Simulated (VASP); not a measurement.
# Ba (R-3m) in VASP: further runs

Ba is run at these levels: PBE; tasks: single point.

Program: VASP 6.6.1. These are calculated values, not measurements. Logs are shortened: lines on timing, memory, paths and dates and some standing lists are left out, and cuts for length are marked.

### Step 1. The cell of the first run

Symmetry: R-3m, No. 166, trigonal system. The conventional cell has a = 8.945 Å, b = 8.945 Å, c = 2.739 Å, α = 90.00°, β = 90.00°, γ = 120.00°. Within 3.6 Å of Ba (site symmetry -3m) lie 2 Ba at 2.74 Å.

### Step 2. Single point, PBE

The input, INCAR:

```
ALGO = Fast
EDIFF = 1E-6
ENCUT = 520
GGA = PE
ISIF = 2
ISMEAR = 0
LASPH = True
LCHARG = False
LREAL = False
LWAVE = False
NBANDS = 11
NELM = 100
PREC = Accurate
SIGMA = 0.15
```

The input, KPOINTS:

```
k-points
0
Gamma
  18 18 18
```

The input, POSCAR:

```
Ba
1.0
   -3.6896030449      2.6354307464      2.6354307464
    2.6354307464     -3.6896030449      2.6354307464
    2.6354307464      2.6354307464     -3.6896030449
Ba
1
Direct
    0.0000000000      0.0000000000      0.0000000000
```

Potentials or basis: VASP PAW PBE potentials, release 64 (Ba_sv).

The run is started by

```bash
> cat potpaw_PBE.64/Ba_sv/POTCAR > POTCAR
> mpirun -np 1 vasp_std > vasp.out
```

OUTCAR:

```text
EDIFF = 1E-6
   ENCUT = 520
   GGA = PE
   ISIF = 2
   ISMEAR = 0
   LASPH = True
   LREAL = False
   NELM = 100
   PREC = Accurate

 ion  position               nearest neighbor table
   1  0.000  0.000  0.000-

  LATTYP: Found a trigonal (rhomboedric) cell.
 ALAT       =     5.2444409680
 COS(alpha) =    -0.4545454545

  Lattice vectors:

 A1 = (  -3.6896030449,   2.6354307464,   2.6354307464)
 A2 = (   2.6354307464,  -3.6896030449,   2.6354307464)
 A3 = (   2.6354307464,   2.6354307464,  -3.6896030449)

Analysis of symmetry for initial positions (statically):
=====================================================================
 Subroutine PRICEL returns:
 Original cell was already a primitive cell.

 Routine SETGRP: Setting up the symmetry group for a
 trigonal (rhombohedral) supercell.

 Subroutine GETGRP returns: Found 12 space group operations
 (whereof 12 operations were pure point group operations)
 out of a pool of 12 trial point group operations.

The static configuration has the point symmetry D_3d.

Analysis of symmetry for dynamics (positions and initial velocities):
=====================================================================
 Subroutine PRICEL returns:
 Original cell was already a primitive cell.

 Routine SETGRP: Setting up the symmetry group for a
 trigonal (rhombohedral) supercell.

 Subroutine GETGRP returns: Found 12 space group operations
 (whereof 12 operations were pure point group operations)
 out of a pool of 12 trial point group operations.

The dynamic configuration has the point symmetry D_3d.

 Subroutine INISYM returns: Found 12 space group operations
 (whereof 12 operations are pure point group operations),
 and found     1 'primitive' translations

----------------------------------------------------------------------------------------

                                     Primitive cell

  volume of cell :      63.2599

  direct lattice vectors                    reciprocal lattice vectors
    -3.689603045  2.635430746  2.635430746     0.105401281  0.263503204  0.263503204
     2.635430746 -3.689603045  2.635430746     0.263503204  0.105401281  0.263503204
     2.635430746  2.635430746 -3.689603045     0.263503204  0.263503204  0.105401281

  length of vectors
     5.244440968  5.244440968  5.244440968     0.387269037  0.387269037  0.387269037
[... 76 lines left out ...]
   LASPH  =      T    aspherical Exc in radial PAW
   ENCUT  =  520.0 eV  38.22 Ry    6.18 a.u.   9.75  9.75  9.75*2*pi/ulx,y,z
   NELM   =    100;   NELMIN=  2; NELMDL= -5     # of ELM steps
   EDIFF  = 0.1E-05   stopping-criterion for ELM
   LREAL  =      F    real-space projection
[... 7 lines left out ...]
   TEBEG  =    0.0;   TEEND  =   0.0 temperature during run
   PSTRESS=    0.0 pullay stress
   NELECT =      10.0000    total number of electrons
   NUPDOWN=      -1.0000    fix difference up-down
   EMIN   =  10.00;   EMAX   =-10.00  energy-range for DOS
   EFERMI =   0.00;   METHOD = LEGACY
   ISMEAR =     0;   SIGMA  =   0.15  broadening in eV -4-tet -1-fermi 0-gaus
   EFERMI_NEDOS =   21; number of points for ismear=-14 and -15
   IALGO  =     68    algorithm
   IMIX   =      4    mixing-type and parameters
     AMIX     =   0.40;   BMIX     =  1.00
     AMIX_MAG =   1.60;   BMIX_MAG =  1.00
  volume/ion in A,a.u.               =      63.26       426.90
  Fermi-wavevector in a.u.,A,eV,Ry     =   0.885181  1.672749 10.660777  0.783545
  Thomas-Fermi vector in A             =   2.006180
   LORBIT       =      0    0 simple, 1 ext, 2 COOP (PROOUT), +10 PAW based schemes
   GGA     = PE    functional components
   LHFCALC =     F    Hartree Fock is set to
   AEXX    =    0.0000 exact exchange contribution
   IVDW    =     0    specifies the selected vdW correction
   LEPSILON=     F    determine dielectric tensor
   LRPA    =     F    only Hartree local field effects (RPA)
 non-spin polarized calculation
 RMM-DIIS sequential band-by-band and
 Gauss-broadening in eV      SIGMA  =   0.15
  energy-cutoff  :      520.00
  volume of cell :       63.26
 maximum number of plane-waves:      1737
   NGX = 19   NGY = 19   NGZ = 19

 number of electron      10.0000001 magnetization

 Free energy of the ion-electron system (eV)
  ---------------------------------------------------
  ext. energy  EPLUGINS =         0.00000000
  ---------------------------------------------------
  free energy    TOTEN  =        -0.04234625 eV

  energy without entropy =       -0.02041086  energy(sigma->0) =       -0.03137856

 E-fermi :   1.2309     XC(G=0):  -7.0480

 val. band max:        1.2308392036   @ k =   0.2778   0.0556   0.0000
 cond. band min:       1.2316356148   @ k =   0.4444   0.2222   0.1667
 fundamental gap:      0.0007964112
 Fermi energy:         1.2308558340

 k-point     1 :       0.0000    0.0000    0.0000
  band No.  band energies     occupation
      1     -28.4542      2.00000
      2     -13.3242      2.00000
      3     -13.3242      2.00000
      4      -8.9496      2.00000
      5      -0.9676      2.00000
      6       2.0370      0.00000
      7       2.0370      0.00000
      8       2.1594      0.00000
      9       5.8934      0.00000
     10       9.3764      0.00000
     11       9.3764      0.00000
[... 309 lines left out ...]
 k-point    24 :      -0.2222    0.0556    0.0000
  band No.  band energies     occupation
      1     -28.0916      2.00000
      2     -13.0438      2.00000
      3     -13.0305      2.00000
      4     -11.4291      2.00000
      5      -0.1758      2.00000
      6       2.2913      0.00000
      7       2.7491      0.00000
      8       5.5279      0.00000
      9       5.7882      0.00000
     10       5.8511      0.00000
     11       7.0459      0.00000

 [... further k-points ...]

------------------------ aborting loop because EDIFF is reached ----------------------------------------

  FORCE on cell =-STRESS in cart. coord.  units (eV):
  Direction    XX          YY          ZZ          XY          YZ          ZX
  --------------------------------------------------------------------------------------
  -------------------------------------------------------------------------------------
  Total        2.6713189      2.6713189      2.6713189      3.7168257      3.7168257      3.7168257
  in kB       67.6562244     67.6562244     67.6562244     94.1356703     94.1356703     94.1356703
  external PRESSURE =      67.6562244 kB  Pullay stress =       0.0000000 kB

 VOLUME and BASIS-vectors are now :
 -----------------------------------------------------------------------------
  energy-cutoff  :      520.00
  volume of cell :       63.26
      direct lattice vectors                 reciprocal lattice vectors
    -3.689603045  2.635430746  2.635430746     0.105401281  0.263503204  0.263503204
     2.635430746 -3.689603045  2.635430746     0.263503204  0.105401281  0.263503204
     2.635430746  2.635430746 -3.689603045     0.263503204  0.263503204  0.105401281

 POSITION                                       TOTAL-FORCE (eV/Angst)
 -----------------------------------------------------------------------------------
      0.00000      0.00000      0.00000        -0.000000      0.000000     -0.000000
 -----------------------------------------------------------------------------------
    total drift:                                0.000000      0.000000     -0.000000

  FREE ENERGIE OF THE ION-ELECTRON SYSTEM (eV)
  ---------------------------------------------------
  free  energy   TOTEN  =        -0.0423462506 eV

  energy  without entropy=       -0.0204108645  energy(sigma->0) =       -0.03137856
```

OSZICAR:

```text
N       E                     dE             d eps       ncg     rms          rms(c)
DAV:   1     0.626623743953E+02    0.62662E+02   -0.42618E+03 12768   0.747E+02
DAV:   2     0.249442218975E+01   -0.60168E+02   -0.57967E+02 15886   0.143E+02
DAV:   3    -0.568314986690E+00   -0.30627E+01   -0.30215E+01 16497   0.334E+01
DAV:   4    -0.644325540340E+00   -0.76011E-01   -0.75271E-01 16806   0.503E+00
DAV:   5    -0.646223564478E+00   -0.18980E-02   -0.18971E-02 17260   0.625E-01    0.796E+00
RMM:   6    -0.124341893772E+00    0.52188E+00   -0.35935E-01 13438   0.331E+00    0.435E+00
RMM:   7    -0.410733646986E-01    0.83269E-01   -0.20523E-01 14715   0.286E+00    0.115E+00
RMM:   8    -0.420175246638E-01   -0.94416E-03   -0.18954E-02 17967   0.112E+00    0.231E-01
RMM:   9    -0.421826943875E-01   -0.16517E-03   -0.37914E-03 18794   0.486E-01    0.496E-02
RMM:  10    -0.423012420471E-01   -0.11855E-03   -0.80320E-04 19884   0.185E-01    0.519E-02
RMM:  11    -0.423381846822E-01   -0.36943E-04   -0.19013E-04 20392   0.101E-01    0.533E-03
RMM:  12    -0.423433079139E-01   -0.51232E-05   -0.47023E-05 19999   0.417E-02    0.404E-03
RMM:  13    -0.423456761674E-01   -0.23683E-05   -0.16423E-05 17430   0.284E-02    0.152E-03
RMM:  14    -0.423462505761E-01   -0.57441E-06   -0.49009E-06 14306   0.138E-02
   1 F= -.42346251E-01 E0= -.31378558E-01  d E =-.219354E-01
```

stdout:

```text
POSCAR found type information on POSCAR Ba
 POSCAR found :  1 types and       1 ions
 scaLAPACK will be used
 LDA part: xc-table for (Slater+PW92), standard interpolation
 POSCAR, INCAR and KPOINTS ok, starting setup
 FFT: planning ... GRIDC
 FFT: planning ... GRID_SOFT
 FFT: planning ... GRID
 WAVECAR not read
 entering main loop
WARNING in EDDRMM: call to ZHEGV failed, returncode =   6  3      7
WARNING in EDDRMM: call to ZHEGV failed, returncode =   6  3      8
WARNING in EDDRMM: call to ZHEGV failed, returncode =   6  3     10
WARNING in EDDRMM: call to ZHEGV failed, returncode =   6  3      8
```

Wall time 5.9 min (1 thread of AMD EPYC 9R45 (Zen 5), shared host); peak memory 0.52 GiB.

What came out:

```yaml
Free_energy: -0.0423 eV
Pressure: 6.8 GPa
Band_gap_on_the_k_mesh: zero (bands 5 and 6 overlap by 1.64 eV)
```

Caveat: the cell stands under pressure; spin-orbit coupling is left out, which moves the levels of the heavy elements.

### Step 3. Single point, PBE

This run uses another cell than the first one, of the same volume but with other edges.

The input, INCAR:

```
PREC = Accurate
ENCUT = 520
EDIFF = 1E-7
ISMEAR = 0
SIGMA = 0.15
LREAL = False
LASPH = True
NELM = 80
ALGO = Fast
ISIF = 2
LWAVE = False
LCHARG = False
GGA = PE
NBANDS = 11
```

The input, KPOINTS:

```
regular mesh
0
Gamma
  18 18 18
```

The input, POSCAR:

```
Ba
1.0
   -3.0856361661      2.5416638329      2.5416638329
    2.5416638329     -3.0856361661      2.5416638329
    2.5416638329      2.5416638329     -3.0856361661
Ba
1
Direct
    0.0000000000      0.0000000000      0.0000000000
```

Potentials or basis: VASP PAW PBE potentials, release 64 (Ba_sv).

The run is started by

```bash
> cat potpaw_PBE.64/Ba_sv/POTCAR > POTCAR
> mpirun -np 1 vasp_std > vasp.out
```

OUTCAR:

```text
PREC = Accurate
   ENCUT = 520
   EDIFF = 1E-7
   ISMEAR = 0
   LREAL = False
   LASPH = True
   NELM = 80
   ISIF = 2
   GGA = PE

 ion  position               nearest neighbor table
   1  0.000  0.000  0.000-

  LATTYP: Found a trigonal (rhomboedric) cell.
 ALAT       =     4.7372207705
 COS(alpha) =    -0.4110840653

  Lattice vectors:

 A1 = (  -3.0856361661,   2.5416638329,   2.5416638329)
 A2 = (   2.5416638329,  -3.0856361661,   2.5416638329)
 A3 = (   2.5416638329,   2.5416638329,  -3.0856361661)

Analysis of symmetry for initial positions (statically):
=====================================================================
 Subroutine PRICEL returns:
 Original cell was already a primitive cell.

 Routine SETGRP: Setting up the symmetry group for a
 trigonal (rhombohedral) supercell.

 Subroutine GETGRP returns: Found 12 space group operations
 (whereof 12 operations were pure point group operations)
 out of a pool of 12 trial point group operations.

The static configuration has the point symmetry D_3d.

Analysis of symmetry for dynamics (positions and initial velocities):
[... 170 lines left out ...]
      2     -12.5563      2.00000
      3     -12.5563      2.00000
      4     -11.8324      2.00000
      5      -1.0050      2.00000
      6       1.8435      0.00324
      7       3.0830      0.00000
      8       3.0830      0.00000
      9       6.4344      0.00000
     10       6.4344      0.00000
     11       7.0799      0.00000
[... 309 lines left out ...]
 k-point    24 :      -0.2222    0.0556    0.0000
  band No.  band energies     occupation
      1     -27.4923      2.00000
      2     -12.5549      2.00000
      3     -12.5094      2.00000
      4     -12.3692      2.00000
      5      -0.2259      2.00000
      6       2.8546      0.00000
      7       2.9319      0.00000
      8       3.6125      0.00000
      9       4.5260      0.00000
     10       4.9823      0.00000
     11       8.2406      0.00000

 [... further k-points ...]

------------------------ aborting loop because EDIFF is reached ----------------------------------------

  FORCE on cell =-STRESS in cart. coord.  units (eV):
  Direction    XX          YY          ZZ          XY          YZ          ZX
  --------------------------------------------------------------------------------------
  -------------------------------------------------------------------------------------
  Total        0.2409059      0.2409059      0.2409059      1.3026444      1.3026444      1.3026444
  in kB        6.1013998      6.1013998      6.1013998     32.9919443     32.9919443     32.9919443
  external PRESSURE =       6.1013998 kB  Pullay stress =       0.0000000 kB

 VOLUME and BASIS-vectors are now :
 -----------------------------------------------------------------------------
  energy-cutoff  :      520.00
  volume of cell :       63.26
      direct lattice vectors                 reciprocal lattice vectors
    -3.085636166  2.541663833  2.541663833     0.048389187  0.226094303  0.226094303
     2.541663833 -3.085636166  2.541663833     0.226094303  0.048389187  0.226094303
     2.541663833  2.541663833 -3.085636166     0.226094303  0.226094303  0.048389187

 POSITION                                       TOTAL-FORCE (eV/Angst)
 -----------------------------------------------------------------------------------
      0.00000      0.00000      0.00000         0.000000      0.000000      0.000000
 -----------------------------------------------------------------------------------
    total drift:                               -0.000000      0.000000      0.000000

  FREE ENERGIE OF THE ION-ELECTRON SYSTEM (eV)
  ---------------------------------------------------
  free  energy   TOTEN  =        -1.4989671394 eV

  energy  without entropy=       -1.4813987644  energy(sigma->0) =       -1.49018295
```

stdout:

```text
POSCAR found type information on POSCAR Ba
 POSCAR found :  1 types and       1 ions
 scaLAPACK will be used
 LDA part: xc-table for (Slater+PW92), standard interpolation
 POSCAR, INCAR and KPOINTS ok, starting setup
 FFT: planning ... GRIDC
 FFT: planning ... GRID_SOFT
 FFT: planning ... GRID
 WAVECAR not read
 entering main loop
WARNING in EDDRMM: call to ZHEGV failed, returncode =   8  4      7
WARNING in EDDRMM: call to ZHEGV failed, returncode =   6  3      7
WARNING in EDDRMM: call to ZHEGV failed, returncode =   6  3      9
WARNING in EDDRMM: call to ZHEGV failed, returncode =   8  4      6
WARNING in EDDRMM: call to ZHEGV failed, returncode =   8  4      5
WARNING in EDDRMM: call to ZHEGV failed, returncode =   6  3      5
WARNING in EDDRMM: call to ZHEGV failed, returncode =   6  3      7
WARNING in EDDRMM: call to ZHEGV failed, returncode =   6  3      7
WARNING in EDDRMM: call to ZHEGV failed, returncode =   6  3      9
WARNING in EDDRMM: call to ZHEGV failed, returncode =   8  4      6
WARNING in EDDRMM: call to ZHEGV failed, returncode =   6  3      5
```

Wall time 4.3 min (1 thread of AMD EPYC 9R45 (Zen 5), shared host); peak memory 0.49 GiB.

Results:

```
Free energy            : -1.4990 eV
Pressure               : 0.6 GPa
Band gap on the k mesh : zero (bands 5 and 6 overlap by 0.86 eV)
```

Stress tensor (GPa, compression positive):
```
0.61 3.30 3.30
3.30 0.61 3.30
3.30 3.30 0.61
```

Caveat: spin-orbit coupling is left out, which moves the levels of the heavy elements.
